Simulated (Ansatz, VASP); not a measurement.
## C11O: VASP beside Ansatz

```
C O
1.0
     3.64732    0.00000    0.00000
    -1.66588    3.93102    0.00000
     0.00000    0.00000   23.18096
C O
11 1
Direct
  0.50018 0.33339 0.17256
  0.49982 0.66661 0.17256
  0.50018 0.83339 0.22572
  0.49982 0.16661 0.22572
  0.50002 0.33532 0.27887
  0.49998 0.66468 0.27887
  0.50013 0.83665 0.33226
  0.49987 0.16335 0.33226
  0.49976 0.35443 0.38096
  0.50024 0.64557 0.38096
  0.99976 0.60443 0.54704
  0.99976 0.60443 0.49743
```

Alike in both runs: task single point; functional PBE; dispersion D3(BJ); k mesh 8 × 7 × 1; occupations gaussian, width 0.05 eV; no spin polarisation.

|  | VASP | Ansatz |
| --- | --- | --- |
| version | VASP 6.6.1 | Ansatz 0.2.0 |
| potentials or method | VASP PAW PBE potentials, release 64 (C, O), cutoff 520 eV | scalar-relativistic, plane waves, PAW |
| valence electrons in the cell | 50 | 50 |

|  | VASP | Ansatz | Ansatz less VASP |
| --- | --- | --- | --- |
| gap on the k mesh at the Fermi level (eV) | none | none | - |
| rms of the force components (eV/Å) | 1.634 | 1.671 | +0.0374 |

A gap of «none» marks a metal or a gap that the smearing closes.

Noted on VASP's run: the standard files for N, O and F lose accuracy on very short bonds.
